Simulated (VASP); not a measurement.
# H6C3O in VASP: a series of runs

H6C3O is run at these levels: PBE; tasks: single point.

All numbers are computed with VASP 6.6.1; they aren't measurements. Logs are shortened: lines on timing, memory, paths and dates and some standing lists are left out, and cuts for length are marked.

### Step 1. The cell of the first run

The cell holds a disordered packing, 30 atoms: a = 7.663 Å, b = 7.663 Å, c = 7.663 Å, α = 90.00°, β = 90.00°, γ = 90.00°.

### Step 2. Single point, PBE

INCAR reads:

```
SYSTEM = H6C3O
  PREC = Accurate
  ENCUT = 1000
  EDIFF = 1E-6
  ISMEAR = -1
  SIGMA = 0.05
  LREAL = Auto
  LASPH = .TRUE.
  NELM = 120
  ALGO = Normal
  ISIF = 2
  LWAVE = .FALSE.
  LCHARG = .TRUE.
  GGA = PE
  LELF = .TRUE.
  LVHAR = .TRUE.
  NBANDS = 57
  GGA_COMPAT = .FALSE.
```

KPOINTS reads:

```
regular mesh
0
G
  1 1 1
  0 0 0
```

POSCAR reads:

```
H6C3O
1.0
    7.6630940000      0.0000000000      0.0000000000
    0.0000000000      7.6630940000      0.0000000000
    0.0000000000      0.0000000000      7.6630940000
O C H
3 9 18
Direct
    0.1822501460      0.0399055525      0.4551947294
    0.7274476863      1.0199535592      0.5625012560
    0.9273147374      0.5014684669      0.4209526857
    0.2728793357      0.0861401413      0.3452260928
    0.7172168317      1.0327551770      0.4126923146
    0.8431059308      0.4554165719      0.3108274543
    0.1073326257      0.3078130061      0.9703521841
    0.3075781140      0.2798999986      0.9254486504
    0.4477303815      0.6072351455      0.2037166711
    0.3682324659      0.6092578272      0.3767277290
    0.9839106763      0.8408222580      0.8897581055
    0.8672737148      0.7023142350      0.8241579707
    0.0977411996      0.4150020866      1.0664752383
    0.0233195626      0.3496498934      0.8615319087
    0.0493403839      0.1956520434      1.0359523190
    0.3029846691      0.1935380148      0.8129353496
    0.3755793678      0.3949710130      0.8805320671
    0.3730477533      0.2046562394      1.0224590746
    0.5118298170      0.4829641917      0.1707143355
    0.3618120827      0.6255175781      0.0928345653
    0.5544235788      0.6990387956      0.1959782824
    0.4384390952      0.6900345996      0.4785273416
    0.2306379120      0.6661539060      0.3782284284
    0.3610813074      0.4765177094      0.4245413145
    0.9859594571      0.8545503944      1.0312544776
    1.1236062092      0.8018432242      0.8422316104
    0.9526830808      0.9724140145      0.8584783118
    0.8337232977      0.7319628338      0.6838882571
    0.9338656162      0.5738021744      0.8253715797
    0.7430027610      0.7114228274      0.8857910395
```

Potentials or basis: VASP PAW PBE potentials, release 64 (O_h, C_h, H_h).

The run is started by

```sh
cat potpaw_PBE.64/O_h/POTCAR potpaw_PBE.64/C_h/POTCAR potpaw_PBE.64/H_h/POTCAR > POTCAR
mpirun -np 1 vasp_gam > vasp.out
```

OUTCAR:

```text
SYSTEM = H6C3O
   PREC = Accurate
   ENCUT = 1000
   EDIFF = 1E-6
   ISMEAR = -1
   LREAL = Auto
   LASPH = .TRUE.
   NELM = 120
   ISIF = 2
   GGA = PE

 ion  position               nearest neighbor table
   1  0.182  0.040  0.455-   4 1.15
   2  0.727  0.020  0.563-   5 1.15
   3  0.927  0.501  0.421-   6 1.12
   4  0.273  0.086  0.345-   1 1.15
   5  0.717  0.033  0.413-   2 1.15
   6  0.843  0.455  0.311-   3 1.12
   7  0.107  0.308  0.970-  15 1.09  14 1.10  13 1.11
   8  0.308  0.280  0.925-  18 1.07  17 1.08  16 1.09
   9  0.448  0.607  0.204-  21 1.08  20 1.08  19 1.10  10 1.46
  10  0.368  0.609  0.377-  24 1.08  22 1.13  23 1.14   9 1.46
  11  0.984  0.841  0.890-  27 1.06  25 1.09  26 1.17  12 1.48
  12  0.867  0.702  0.824-  30 1.07  29 1.11  28 1.13  11 1.48
  13  0.098  0.415  0.066-   7 1.11
  14  0.023  0.350  0.862-   7 1.10
  15  0.049  0.196  0.036-   7 1.09
  16  0.303  0.194  0.813-   8 1.09
  17  0.376  0.395  0.881-   8 1.08
  18  0.373  0.205  0.022-   8 1.07
[... 10 lines left out ...]
  29  0.934  0.574  0.825-  12 1.11
  30  0.743  0.711  0.886-  12 1.07

  LATTYP: Found a simple cubic cell.
 ALAT       =     7.6630940000

  Lattice vectors:

 A1 = (   7.6630940000,   0.0000000000,   0.0000000000)
 A2 = (   0.0000000000,   7.6630940000,   0.0000000000)
 A3 = (   0.0000000000,   0.0000000000,   7.6630940000)

Analysis of symmetry for initial positions (statically):
=====================================================================
 Subroutine PRICEL returns:
 Original cell was already a primitive cell.

 Routine SETGRP: Setting up the symmetry group for a
 simple cubic supercell.

 Subroutine GETGRP returns: Found  1 space group operations
 (whereof  1 operations were pure point group operations)
 out of a pool of 48 trial point group operations.

The static configuration has the point symmetry C_1 .

Analysis of symmetry for dynamics (positions and initial velocities):
=====================================================================
 Subroutine PRICEL returns:
 Original cell was already a primitive cell.

 Routine SETGRP: Setting up the symmetry group for a
 simple cubic supercell.
[... 135 lines left out ...]
   ENCUT  = 1000.0 eV  73.50 Ry    8.57 a.u.  19.76 19.76 19.76*2*pi/ulx,y,z
   NELM   =    120;   NELMIN=  2; NELMDL= -5     # of ELM steps
   EDIFF  = 0.1E-05   stopping-criterion for ELM
   LREAL  =      T    real-space projection
   EDIFFG = 0.1E-04   stopping-criterion for IOM
   NSW    =      0    number of steps for IOM
   IBRION =     -1    ionic relax: 0-MD 1-quasi-New 2-CG
   NFREE  =      0    steps in history (QN), initial steepest desc. (CG)
   ISIF   =      2    stress and relaxation
   ISYM   =      2    0-nonsym 1-usesym 2-fastsym
   POTIM  = 0.5000    time-step for ionic-motion
   TEBEG  =    0.0;   TEEND  =   0.0 temperature during run
   PSTRESS=    0.0 pullay stress
   NELECT =      72.0000    total number of electrons
   NUPDOWN=      -1.0000    fix difference up-down
   EMIN   =  10.00;   EMAX   =-10.00  energy-range for DOS
   EFERMI =   0.00;   METHOD = LEGACY
   ISMEAR =    -1;   SIGMA  =   0.05  broadening in eV -4-tet -1-fermi 0-gaus
   EFERMI_NEDOS =   21; number of points for ismear=-14 and -15
   IALGO  =     38    algorithm
   IMIX   =      4    mixing-type and parameters
     AMIX     =   0.40;   BMIX     =  1.00
     AMIX_MAG =   1.60;   BMIX_MAG =  1.00
  volume/ion in A,a.u.               =      15.00       101.22
  Fermi-wavevector in a.u.,A,eV,Ry     =   0.888754  1.679501 10.747017  0.789883
  Thomas-Fermi vector in A             =   2.010225
   LORBIT       =      0    0 simple, 1 ext, 2 COOP (PROOUT), +10 PAW based schemes
   GGA     = PE    functional components
   LHFCALC =     F    Hartree Fock is set to
   AEXX    =    0.0000 exact exchange contribution
   IVDW    =     0    specifies the selected vdW correction
   LEPSILON=     F    determine dielectric tensor
   LRPA    =     F    only Hartree local field effects (RPA)
 non-spin polarized calculation
  energy-cutoff  :     1000.00
  volume of cell :      450.00
 maximum number of plane-waves:     16212
 NGX is ok and might be reduce to    80
   NGX = 39   NGY = 39   NGZ = 39

 number of electron      72.0000000 magnetization

 Free energy of the ion-electron system (eV)
  ---------------------------------------------------
  ext. energy  EPLUGINS =         0.00000000
  ---------------------------------------------------
  free energy    TOTEN  =      -165.43721343 eV

  energy without entropy =     -165.43721343  energy(sigma->0) =     -165.43721343

 E-fermi :  -3.4513     XC(G=0):  -5.7843

 val. band max:       -4.7321718366   @ k =   0.0000   0.0000   0.0000
 cond. band min:       0.1812598538   @ k =   0.0000   0.0000   0.0000
 fundamental gap:      4.9134316904
 Fermi energy:        -3.4512936230

 k-point     1 :       0.0000    0.0000    0.0000
  band No.  band energies     occupation
      1     -26.6625      2.00000
      2     -26.3758      2.00000
      3     -26.2627      2.00000
      4     -16.0869      2.00000
      5     -15.9746      2.00000
      6     -15.5362      2.00000
[... 40 lines left out ...]
     47       3.8269      0.00000
     48       4.1432      0.00000
 [bands above 48 left out]

------------------------ aborting loop because EDIFF is reached ----------------------------------------

  FORCE on cell =-STRESS in cart. coord.  units (eV):
  Direction    XX          YY          ZZ          XY          YZ          ZX
  --------------------------------------------------------------------------------------
  -------------------------------------------------------------------------------------
  Total       -0.2918601      3.9580299      2.9628272      3.2049447     -1.0550824      1.0879339
  in kB       -1.0391371     14.0921478     10.5488339     11.4108674     -3.7565095      3.8734739
  external PRESSURE =       7.8672815 kB  Pullay stress =       0.0000000 kB

 VOLUME and BASIS-vectors are now :
 -----------------------------------------------------------------------------
  energy-cutoff  :     1000.00
  volume of cell :      450.00
      direct lattice vectors                 reciprocal lattice vectors
     7.663094000  0.000000000  0.000000000     0.130495594  0.000000000  0.000000000
     0.000000000  7.663094000  0.000000000     0.000000000  0.130495594  0.000000000
     0.000000000  0.000000000  7.663094000     0.000000000  0.000000000  0.130495594

 POSITION                                       TOTAL-FORCE (eV/Angst)
 -----------------------------------------------------------------------------------
      1.39660      0.30580      3.48820         0.793104      0.455162     -1.015769
      5.57450      0.15291      4.31050        -0.195744      0.262682     -2.076742
      7.10610      3.84280      3.22580         1.108977      0.630599      1.537485
      2.09110      0.66010      2.64550        -0.830165     -0.443078      1.090660
      5.49610      0.25101      3.16250         0.160366     -0.198120      2.025046
      6.46080      3.48990      2.38190        -1.097709     -0.696011     -1.501782
[... 22 lines left out ...]
      7.15630      4.39710      6.32490        -0.748168      0.367164      0.286534
      5.69370      5.45170      6.78790        -1.004226     -0.643258      0.774306
 -----------------------------------------------------------------------------------
    total drift:                                0.003525      0.001669      0.002346

  FREE ENERGIE OF THE ION-ELECTRON SYSTEM (eV)
  ---------------------------------------------------
  free  energy   TOTEN  =      -165.4372134276 eV

  energy  without entropy=     -165.4372134276  energy(sigma->0) =     -165.43721343
```

OSZICAR:

```text
N       E                     dE             d eps       ncg     rms          rms(c)
DAV:   1     0.756206298072E+03    0.75621E+03   -0.45878E+04   114   0.180E+03
DAV:   2    -0.156763755143E+02   -0.77188E+03   -0.72374E+03   156   0.296E+02
DAV:   3    -0.175856454061E+03   -0.16018E+03   -0.15819E+03   156   0.141E+02
DAV:   4    -0.183181232628E+03   -0.73248E+01   -0.72569E+01   148   0.338E+01
DAV:   5    -0.183395251937E+03   -0.21402E+00   -0.21368E+00   156   0.555E+00    0.214E+01
DAV:   6    -0.168540069468E+03    0.14855E+02   -0.26031E+01   140   0.174E+01    0.102E+01
DAV:   7    -0.166086051674E+03    0.24540E+01   -0.58362E+00   164   0.957E+00    0.514E+00
DAV:   8    -0.165583200755E+03    0.50285E+00   -0.65438E-01   140   0.377E+00    0.229E+00
DAV:   9    -0.165442576296E+03    0.14062E+00   -0.27438E-01   148   0.234E+00    0.488E-01
DAV:  10    -0.165441036010E+03    0.15403E-02   -0.53329E-02   148   0.108E+00    0.313E-01
DAV:  11    -0.165438908077E+03    0.21279E-02   -0.80047E-03   148   0.520E-01    0.147E-01
DAV:  12    -0.165437539551E+03    0.13685E-02   -0.37771E-03   148   0.292E-01    0.672E-02
DAV:  13    -0.165437281887E+03    0.25766E-03   -0.58482E-04   140   0.123E-01    0.345E-02
DAV:  14    -0.165437232170E+03    0.49716E-04   -0.14239E-04   148   0.631E-02    0.168E-02
DAV:  15    -0.165437219118E+03    0.13052E-04   -0.49963E-05   140   0.347E-02    0.846E-03
DAV:  16    -0.165437214949E+03    0.41692E-05   -0.74069E-06   156   0.148E-02    0.322E-03
DAV:  17    -0.165437213603E+03    0.13457E-05   -0.22448E-06   116   0.781E-03    0.150E-03
DAV:  18    -0.165437213428E+03    0.17556E-06   -0.32339E-07   100   0.293E-03
   1 F= -.16543721E+03 E0= -.16543721E+03  d E =-.248801E-10
```

stdout:

```text
POSCAR found type information on POSCAR O C H
 POSCAR found :  3 types and      30 ions
 scaLAPACK will be used
 LDA part: xc-table for (Slater+PW92), standard interpolation
 POSCAR, INCAR and KPOINTS ok, starting setup
 FFT: planning ... GRIDC
 FFT: planning ... GRID_SOFT
 FFT: planning ... GRID
 WAVECAR not read
 entering main loop
```

It took 99 s on 1 thread of Intel Xeon Platinum 8488C (Sapphire Rapids), shared host; peak memory 0.96 GiB.

What came out:

```
Free energy   : -165.4372 eV
Pressure      : 0.8 GPa
Largest force : 3.069 eV/Å
```

Forces on the atoms (eV/Å):
```
O    0.793  0.455 -1.016
O   -0.196  0.263 -2.077
O    1.109  0.631  1.537
C   -0.830 -0.443  1.091
C    0.160 -0.198  2.025
C   -1.098 -0.696 -1.502
C    1.285  1.068  0.696
C   -2.503 -0.619 -1.270
C    1.494 -0.452 -1.750
C   -1.807  1.100  2.224
C    2.933 -0.594  0.323
C   -0.264 -0.022 -2.145
H   -0.066 -0.085 -0.057
H    0.377 -0.398 -0.084
H   -0.005 -0.332 -0.172
H    0.289 -0.344 -0.501
H    0.186  0.493  0.281
H    0.577 -0.031  0.939
H   -0.063 -0.069  0.312
H   -0.466  0.448 -0.156
H    0.303  0.681 -0.351
H   -0.196 -0.610 -0.715
H    1.050 -0.576 -0.048
H   -0.291 -0.358  0.558
H    0.249 -0.646  0.573
H   -1.372  1.087  0.706
H   -0.267  0.919 -1.094
H    0.373 -0.396  0.610
H   -0.748  0.367  0.287
H   -1.004 -0.643  0.774
```

Caveat: the k points lie up to 0.82 Å⁻¹ apart, too coarse for converged energies, forces and pressures; the atoms stand as in a frame of molecular dynamics.

### Step 3. Single point, PBE

INCAR reads:

```
SYSTEM = H6C3O
ALGO     = Normal         ! electronic algorithm
EDIFF    = 1E-6           ! SCF threshold, eV
ENCUT    = 1000           ! plane-wave cutoff, eV
GGA      = PE             ! functional
GGA_COMPAT= .FALSE.      
ISIF     = 2              ! what is computed and relaxed
ISMEAR   = -1             ! smearing method
LASPH    = .TRUE.         ! aspherical terms in the spheres
LCHARG   = .TRUE.         ! write CHGCAR
LELF     = .TRUE.         ! ELF
LREAL    = Auto         
LVHAR    = .TRUE.       
LWAVE    = .FALSE.        ! write WAVECAR
NBANDS   = 57             ! bands
NELM     = 120            ! most SCF steps
PREC     = Accurate       ! precision mode
SIGMA    = 0.05           ! smearing width, eV
```

KPOINTS reads:

```
k-points
0
G
  1 1 1
  0 0 0
```

POSCAR reads:

```
H6C3O
1.0
    7.6630940000      0.0000000000      0.0000000000
    0.0000000000      7.6630940000      0.0000000000
    0.0000000000      0.0000000000      7.6630940000
O C H
3 9 18
Direct
    0.1832419125      0.0756613451      0.5037521398
    0.7537947466      0.9909965870      0.5351363301
    0.8873439371      0.4369644950      0.4261464103
    0.2668504393      0.1078024098      0.3872326243
    0.7541992830      1.0309543378      0.3930788269
    0.8544068492      0.4473127956      0.2833972805
    0.1471207322      0.3512941379      0.9409254278
    0.3081783937      0.2296330960      0.9091106021
    0.4515017041      0.6208719350      0.2263837557
    0.3258996953      0.6088010926      0.3715862026
    0.9925103359      0.8471121456      0.8768129427
    0.8369595884      0.7415542599      0.8394390047
    0.1877179113      0.4701364749      1.0148903302
    0.0965406401      0.4185385172      0.8245755566
    0.0460388454      0.2862812331      1.0081306585
    0.2840106098      0.1002597645      0.8645202577
    0.4031530867      0.2855765569      0.8169676635
    0.3751878810      0.2148609948      1.0323767397
    0.3985335427      0.5260929854      0.1370725715
    0.4453162130      0.7397795199      0.1515314832
    0.5857294717      0.5856381248      0.2631052157
    0.3153687009      0.7340899120      0.4507056810
    0.1959782824      0.5663247769      0.3220631249
    0.3776803469      0.5127302366      0.4625807800
    0.9740191103      0.9088235118      1.0025323975
    1.1130491157      0.7572789790      0.8706405011
    1.0025715462      0.9628878362      0.7976543156
    0.8509095673      0.6390108225      0.7362952875
    0.8003686240      0.6684767275      0.9564935521
    0.7346771422      0.8192774355      0.7849179457
```

Potentials or basis: VASP PAW PBE potentials, release 64 (O_h, C_h, H_h).

The run is started by

```sh
cat potpaw_PBE.64/O_h/POTCAR potpaw_PBE.64/C_h/POTCAR potpaw_PBE.64/H_h/POTCAR > POTCAR
mpirun -np 1 vasp_gam > vasp.out
```

Run time: 72 s. Hardware: 1 thread of AMD EPYC 9R45 (Zen 5), shared host; peak memory 0.93 GiB.

Results (log left out):

| Property | Result |
| --- | --- |
| Free energy | -165.4962 eV |
| Pressure | 1.7 GPa |
| Largest force | 2.382 eV/Å |

Forces in eV/Å, atoms in the order of the input:
```
O   -0.611 -0.182  0.780
O   -0.058 -0.016  0.352
O    0.293 -0.083  1.347
C    0.623  0.236 -0.799
C   -0.008  0.076 -0.537
C   -0.251  0.038 -1.316
C    1.925  1.048 -0.933
C   -0.149  1.620  0.164
C    0.325 -0.353 -0.916
C   -0.835  1.146  1.795
C    1.799 -0.495  0.191
C   -0.754 -1.921 -0.844
H   -0.058 -0.720  0.195
H   -0.179 -0.668 -0.336
H   -1.108 -0.566  0.654
H   -0.715 -0.904 -0.421
H   -0.105  0.185  0.055
H    0.389 -0.083  0.504
H    0.649 -0.748 -0.814
H    0.251  0.803 -0.085
H   -0.189  0.277 -0.238
H   -0.190 -0.927 -0.579
H    0.428  0.364  0.556
H   -0.352 -0.399  0.368
H    0.392 -0.164  0.892
H   -0.856  1.444  0.263
H    0.465  0.128 -0.993
H    0.435  0.353  0.333
H   -0.504  0.023  0.025
H   -1.052  0.489  0.337
```

Stress tensor (GPa, compression positive):
```
 1.69  1.36 -0.56
 1.36  0.41 -0.72
-0.56 -0.72  3.09
```

Levels at points of the mesh, in eV from the Fermi level:
```tsv
k point	band 33	band 34	band 35	band 36	band 37	band 38	band 39	band 40
(0.00, 0.00, 0.00)	-1.67	-1.59	-1.43	-1.23	3.89	3.93	4.24	4.27
```

Caveat: the k points lie up to 0.82 Å⁻¹ apart, too coarse for converged energies, forces and pressures; the atoms stand as in a frame of molecular dynamics.
